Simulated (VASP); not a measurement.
# PbS (Fm-3m) in VASP: single point with PBEsol

Aim: the single point of PbS with PBEsol.

Program: VASP 6.6.1. These are calculated values, not measurements. Logs are shortened: lines on timing, memory, paths and dates and some standing lists are left out, and cuts for length are marked.

## 1. The cell of the first run

It takes space group Fm-3m (No. 225, cubic). Conventional cell: a = 5.930 Å, b = 5.930 Å, c = 5.930 Å, α = 90.00°, β = 90.00°, γ = 90.00°. Pb (site symmetry m-3m) has 6 S at 2.96 Å within 3.9 Å. S (site symmetry m-3m) has 6 Pb at 2.96 Å within 3.9 Å.

## 2. Single point, PBEsol

INCAR reads:

```
ALGO     = Normal         # electronic algorithm
EDIFF    = 1E-6           # SCF threshold, eV
ENCUT    = 520            # plane-wave cutoff, eV
GGA      = PS             # functional
ISIF     = 2              # what is computed and relaxed
ISMEAR   = 0              # smearing method
LASPH    = T              # aspherical terms in the spheres
LCHARG   = F              # write CHGCAR
LREAL    = F              # projectors in reciprocal space
LWAVE    = F              # write WAVECAR
NBANDS   = 17             # bands
NELM     = 60             # most SCF steps
PREC     = Accurate       # precision mode
SIGMA    = 0.03           # smearing width, eV
```

KPOINTS reads:

```
k-points
0
Gamma
  10 10 10
```

POSCAR reads:

```
PbS
1.0
    0.0000000000      2.9650000000      2.9650000000
    2.9650000000      0.0000000000      2.9650000000
    2.9650000000      2.9650000000      0.0000000000
Pb S
1 1
Direct
    0.0000000000      0.0000000000      0.0000000000
    0.5000000000      0.5000000000      0.5000000000
```

Potentials or basis: VASP PAW PBE potentials, release 64 (Pb_d, S).

Started as:

```bash
cat potpaw_PBE.64/Pb_d/POTCAR potpaw_PBE.64/S/POTCAR > POTCAR
mpirun -np 1 vasp_std > vasp.out
```

OUTCAR:

```text
EDIFF = 1E-6
   ENCUT = 520
   GGA = PS
   ISIF = 2
   ISMEAR = 0
   LASPH = T
   LREAL = F
   NELM = 60
   PREC = Accurate

 ion  position               nearest neighbor table
   1  0.000  0.000  0.000-   2 2.96   2 2.96   2 2.96   2 2.96   2 2.96   2 2.96
   2  0.500  0.500  0.500-   1 2.96   1 2.96   1 2.96   1 2.96   1 2.96   1 2.96

  LATTYP: Found a face centered cubic cell.
 ALAT       =     5.9300000000

  Lattice vectors:

 A1 = (   0.0000000000,   2.9650000000,   2.9650000000)
 A2 = (   2.9650000000,   0.0000000000,   2.9650000000)
 A3 = (   2.9650000000,   2.9650000000,   0.0000000000)

Analysis of symmetry for initial positions (statically):
=====================================================================
 Subroutine PRICEL returns:
 Original cell was already a primitive cell.

 Routine SETGRP: Setting up the symmetry group for a
 face centered cubic supercell.

 Subroutine GETGRP returns: Found 48 space group operations
 (whereof 48 operations were pure point group operations)
 out of a pool of 48 trial point group operations.

The static configuration has the point symmetry O_h .

Analysis of symmetry for dynamics (positions and initial velocities):
=====================================================================
 Subroutine PRICEL returns:
 Original cell was already a primitive cell.

 Routine SETGRP: Setting up the symmetry group for a
 face centered cubic supercell.

 Subroutine GETGRP returns: Found 48 space group operations
 (whereof 48 operations were pure point group operations)
 out of a pool of 48 trial point group operations.

The dynamic configuration has the point symmetry O_h .

 Subroutine INISYM returns: Found 48 space group operations
 (whereof 48 operations are pure point group operations),
 and found     1 'primitive' translations

----------------------------------------------------------------------------------------

                                     Primitive cell

  volume of cell :      52.1320

  direct lattice vectors                    reciprocal lattice vectors
     0.000000000  2.965000000  2.965000000    -0.168634064  0.168634064  0.168634064
     2.965000000  0.000000000  2.965000000     0.168634064 -0.168634064  0.168634064
     2.965000000  2.965000000  0.000000000     0.168634064  0.168634064 -0.168634064

  length of vectors
     4.193143212  4.193143212  4.193143212     0.292082767  0.292082767  0.292082767

  position of ions in fractional coordinates (direct lattice)
     0.000000000  0.000000000  0.000000000
     0.500000000  0.500000000  0.500000000

  ion indices of the primitive-cell ions
   primitive index   ion index
                 1           1
                 2           2

----------------------------------------------------------------------------------------

 KPOINTS: k-points

Automatic generation of k-mesh.
 Grid dimensions read from file:
 generate k-points for:   10   10   10

 Generating k-lattice:

  Cartesian coordinates                     Fractional coordinates (reciprocal lattice)
    -0.016863406  0.016863406  0.016863406     0.100000000  0.000000000  0.000000000
     0.016863406 -0.016863406  0.016863406     0.000000000  0.100000000  0.000000000
     0.016863406  0.016863406 -0.016863406     0.000000000  0.000000000  0.100000000

  Length of vectors
     0.029208277  0.029208277  0.029208277

  Shift w.r.t. Gamma in fractional coordinates (k-lattice)
     0.000000000  0.000000000  0.000000000

 Subroutine IBZKPT returns following result:
 ===========================================

 Found     47 irreducible k-points:

 Following reciprocal coordinates:
            Coordinates               Weight
  0.000000  0.000000  0.000000      1.000000
  0.100000  0.000000  0.000000      8.000000
  0.200000  0.000000  0.000000      8.000000
  0.300000  0.000000  0.000000      8.000000
  0.400000  0.000000  0.000000      8.000000
  0.500000  0.000000  0.000000      4.000000
[... 16 lines left out ...]
  0.300000  0.300000  0.000000      6.000000
  0.400000  0.300000  0.000000     24.000000
 [... further k-points ...]
   k-points           NKPTS =     47   k-points in BZ     NKDIM =     47   number of bands    NBANDS=     17
   number of dos      NEDOS =    301   number of ions     NIONS =      2
   total plane-waves  NPLWV =  32768
   dimension x,y,z NGX =    32 NGY =   32 NGZ =   32
   dimension x,y,z NGXF=    64 NGYF=   64 NGZF=   64
   ions per type =               1   1
   NGX,Y,Z   is equivalent  to a cutoff of  12.69, 12.69, 12.69 a.u.
   NGXF,Y,Z  is equivalent  to a cutoff of  25.37, 25.37, 25.37 a.u.
 SYSTEM =  unknown system
   PREC   = accura    normal or accurate (medium, high low for compatibility)
   ISTART =      0    job   : 0-new  1-cont  2-samecut
   ICHARG =      2    charge: 1-file 2-atom 10-const
   ISPIN  =      1    spin polarized calculation?
   LNONCOLLINEAR =      F non collinear calculations
   LSORBIT =      F    spin-orbit coupling
   LASPH  =      T    aspherical Exc in radial PAW
   ENCUT  =  520.0 eV  38.22 Ry    6.18 a.u.   7.80  7.80  7.80*2*pi/ulx,y,z
   NELM   =     60;   NELMIN=  2; NELMDL= -5     # of ELM steps
   EDIFF  = 0.1E-05   stopping-criterion for ELM
   LREAL  =      F    real-space projection
   EDIFFG = 0.1E-04   stopping-criterion for IOM
   NSW    =      0    number of steps for IOM
   IBRION =     -1    ionic relax: 0-MD 1-quasi-New 2-CG
   NFREE  =      0    steps in history (QN), initial steepest desc. (CG)
   ISIF   =      2    stress and relaxation
   ISYM   =      2    0-nonsym 1-usesym 2-fastsym
   POTIM  = 0.5000    time-step for ionic-motion
   TEBEG  =    0.0;   TEEND  =   0.0 temperature during run
   PSTRESS=    0.0 pullay stress
   NELECT =      20.0000    total number of electrons
   NUPDOWN=      -1.0000    fix difference up-down
   EMIN   =  10.00;   EMAX   =-10.00  energy-range for DOS
   EFERMI =   0.00;   METHOD = LEGACY
   ISMEAR =     0;   SIGMA  =   0.03  broadening in eV -4-tet -1-fermi 0-gaus
   EFERMI_NEDOS =   21; number of points for ismear=-14 and -15
   IALGO  =     38    algorithm
   IMIX   =      4    mixing-type and parameters
     AMIX     =   0.40;   BMIX     =  1.00
     AMIX_MAG =   1.60;   BMIX_MAG =  1.00
  volume/ion in A,a.u.               =      26.07       175.90
  Fermi-wavevector in a.u.,A,eV,Ry     =   1.189552  2.247928 19.252709  1.415034
  Thomas-Fermi vector in A             =   2.325657
   LORBIT       =      0    0 simple, 1 ext, 2 COOP (PROOUT), +10 PAW based schemes
   GGA     = PS    functional components
   LHFCALC =     F    Hartree Fock is set to
   AEXX    =    0.0000 exact exchange contribution
   IVDW    =     0    specifies the selected vdW correction
   LEPSILON=     F    determine dielectric tensor
   LRPA    =     F    only Hartree local field effects (RPA)
 non-spin polarized calculation
 Gauss-broadening in eV      SIGMA  =   0.03
  energy-cutoff  :      520.00
  volume of cell :       52.13
 maximum number of plane-waves:      1422
   NGX = 15   NGY = 15   NGZ = 15

 number of electron      19.9999998 magnetization

 Free energy of the ion-electron system (eV)
  ---------------------------------------------------
  ext. energy  EPLUGINS =         0.00000000
  ---------------------------------------------------
  free energy    TOTEN  =        -9.45519667 eV

  energy without entropy =       -9.45519667  energy(sigma->0) =       -9.45519667

 E-fermi :   5.8263     XC(G=0):  -9.8906

 val. band max:        5.6993694697   @ k =   0.5000   0.0000   0.0000
 cond. band min:       5.9506669106   @ k =   0.5000   0.0000   0.0000
 fundamental gap:      0.2512974409
 Fermi energy:         5.8263026727

 k-point     1 :       0.0000    0.0000    0.0000
  band No.  band energies     occupation
      1     -11.0460      2.00000
      2     -11.0460      2.00000
      3     -11.0460      2.00000
      4     -11.0327      2.00000
      5     -11.0327      2.00000
      6      -7.9115      2.00000
[... 9 lines left out ...]
     16      12.3406      0.00000
     17      14.1404      0.00000

 k-point     2 :       0.1000    0.0000    0.0000
  band No.  band energies     occupation
      1     -11.0456      2.00000
      2     -11.0438      2.00000
      3     -11.0438      2.00000
      4     -11.0334      2.00000
      5     -11.0334      2.00000
      6      -7.8244      2.00000
[... 9 lines left out ...]
     16      12.5964      0.00000
     17      15.0121      0.00000

 k-point     3 :       0.2000    0.0000    0.0000
  band No.  band energies     occupation
      1     -11.0473      2.00000
      2     -11.0473      2.00000
      3     -11.0445      2.00000
      4     -11.0261      2.00000
      5     -11.0261      2.00000
      6      -7.5745      2.00000
[... 9 lines left out ...]
     16      13.1782      0.00000
     17      16.6078      0.00000

 k-point     4 :       0.3000    0.0000    0.0000
  band No.  band energies     occupation
      1     -11.0561      2.00000
      2     -11.0561      2.00000
      3     -11.0437      2.00000
      4     -11.0123      2.00000
      5     -11.0123      2.00000
      6      -7.2040      2.00000
[... 9 lines left out ...]
     16      14.0341      0.00000
     17      17.9326      0.00000

 k-point     5 :       0.4000    0.0000    0.0000
  band No.  band energies     occupation
      1     -11.0637      2.00000
      2     -11.0637      2.00000
      3     -11.0433      2.00000
      4     -11.0008      2.00000
      5     -11.0008      2.00000
      6      -6.8208      2.00000
[... 9 lines left out ...]
     16      15.0830      0.00000
     17      17.0601      0.00000

 k-point     6 :       0.5000    0.0000    0.0000
  band No.  band energies     occupation
      1     -11.0666      2.00000
      2     -11.0666      2.00000
      3     -11.0432      2.00000
      4     -10.9963      2.00000
      5     -10.9963      2.00000
      6      -6.6402      2.00000
[... 9 lines left out ...]
     16      15.7881      0.00000
     17      16.1661      0.00000

 k-point     7 :       0.1000    0.1000    0.0000
  band No.  band energies     occupation
      1     -11.0486      2.00000
      2     -11.0405      2.00000
      3     -11.0403      2.00000
      4     -11.0403      2.00000
      5     -11.0301      2.00000
      6      -7.7944      2.00000
[... 9 lines left out ...]
     16      13.1451      0.00000
     17      14.9373      0.00000

 k-point     8 :       0.2000    0.1000    0.0000
  band No.  band energies     occupation
      1     -11.0520      2.00000
      2     -11.0484      2.00000
      3     -11.0388      2.00000
      4     -11.0324      2.00000
      5     -11.0234      2.00000
      6      -7.5960      2.00000
[... 9 lines left out ...]
     16      13.7710      0.00000
     17      15.7464      0.00000
[... 203 lines left out ...]
      1     -11.1052      2.00000
      2     -11.0443      2.00000
      3     -11.0413      2.00000
      4     -11.0104      2.00000
      5     -10.9935      2.00000
      6      -6.5047      2.00000
[... 9 lines left out ...]
     16      16.1836      0.00000
     17      16.6967      0.00000

 k-point    20 :      -0.4000    0.2000    0.0000
  band No.  band energies     occupation
      1     -11.0969      2.00000
      2     -11.0499      2.00000
      3     -11.0330      2.00000
      4     -11.0124      2.00000
      5     -10.9990      2.00000
      6      -6.4585      2.00000
[... 9 lines left out ...]
     16      15.0797      0.00000
     17      17.3729      0.00000

 k-point    21 :      -0.3000    0.2000    0.0000
  band No.  band energies     occupation
      1     -11.0810      2.00000
      2     -11.0519      2.00000
      3     -11.0333      2.00000
      4     -11.0119      2.00000
      5     -11.0108      2.00000
      6      -6.7046      2.00000
[... 9 lines left out ...]
     16      15.5654      0.00000
     17      16.7198      0.00000

 k-point    22 :      -0.2000    0.2000    0.0000
  band No.  band energies     occupation
      1     -11.0634      2.00000
      2     -11.0508      2.00000
      3     -11.0394      2.00000
      4     -11.0228      2.00000
      5     -11.0114      2.00000
      6      -7.0691      2.00000
[... 9 lines left out ...]
     16      15.4870      0.00000
     17      15.9259      0.00000

 k-point    23 :       0.3000    0.3000    0.0000
  band No.  band energies     occupation
      1     -11.1204      2.00000
      2     -11.0634      2.00000
      3     -11.0152      2.00000
      4     -11.0056      2.00000
      5     -11.0056      2.00000
      6      -6.9343      2.00000
[... 9 lines left out ...]
     16      16.1811      0.00000
     17      16.5391      0.00000

 k-point    24 :       0.4000    0.3000    0.0000
  band No.  band energies     occupation
      1     -11.1415      2.00000
      2     -11.0634      2.00000
      3     -11.0177      2.00000
      4     -10.9990      2.00000
      5     -10.9945      2.00000
      6      -6.6346      2.00000
[... 9 lines left out ...]
     16      16.6384      0.00000
     17      17.3162      0.00000

 [... further k-points ...]

------------------------ aborting loop because EDIFF is reached ----------------------------------------

  FORCE on cell =-STRESS in cart. coord.  units (eV):
  Direction    XX          YY          ZZ          XY          YZ          ZX
  --------------------------------------------------------------------------------------
  -------------------------------------------------------------------------------------
  Total       -0.2765946     -0.2765946     -0.2765946      0.0000000      0.0000000     -0.0000000
  in kB       -8.5006112     -8.5006112     -8.5006112      0.0000000      0.0000000     -0.0000000
  external PRESSURE =      -8.5006112 kB  Pullay stress =       0.0000000 kB

 VOLUME and BASIS-vectors are now :
 -----------------------------------------------------------------------------
  energy-cutoff  :      520.00
  volume of cell :       52.13
      direct lattice vectors                 reciprocal lattice vectors
     0.000000000  2.965000000  2.965000000    -0.168634064  0.168634064  0.168634064
     2.965000000  0.000000000  2.965000000     0.168634064 -0.168634064  0.168634064
     2.965000000  2.965000000  0.000000000     0.168634064  0.168634064 -0.168634064

 POSITION                                       TOTAL-FORCE (eV/Angst)
 -----------------------------------------------------------------------------------
      0.00000      0.00000      0.00000         0.000000     -0.000000     -0.000000
      2.96500      2.96500      2.96500        -0.000000      0.000000      0.000000
 -----------------------------------------------------------------------------------
    total drift:                                0.000000     -0.000000     -0.000000

  FREE ENERGIE OF THE ION-ELECTRON SYSTEM (eV)
  ---------------------------------------------------
  free  energy   TOTEN  =        -9.4551966656 eV

  energy  without entropy=       -9.4551966656  energy(sigma->0) =       -9.45519667
```

Run time: 32 s. Hardware: 1 thread of Intel Xeon Platinum 8375C at 2.90GHz (Ice Lake), shared host; peak memory 0.19 GiB.

Results:

| Quantity | Value |
| --- | --- |
| Free energy | -9.4552 eV |
| Pressure | -0.9 GPa |
| Band gap on the k mesh | 0.25 eV, direct |

Levels at points of the mesh, in eV from the valence-band top:
```csv
k point,band 7,band 8,band 9,band 10,band 11,band 12,band 13,band 14
"(0.00, 0.00, 0.00)",-6.06,-2.17,-2.17,-2.17,5.16,5.16,5.16,6.64
"(0.50, 0.00, 0.00)",-8.90,-1.78,-1.78,0.00,0.25,1.89,1.89,8.49
"(0.50, 0.50, 0.00)",-7.24,-5.26,-3.47,-3.47,3.72,5.53,5.64,5.64
```

Caveat: the PAW data sets were made with another functional, which shifts forces and pressure a little; spin-orbit coupling is left out, which moves the levels of the heavy elements. A k mesh can miss the band edges.
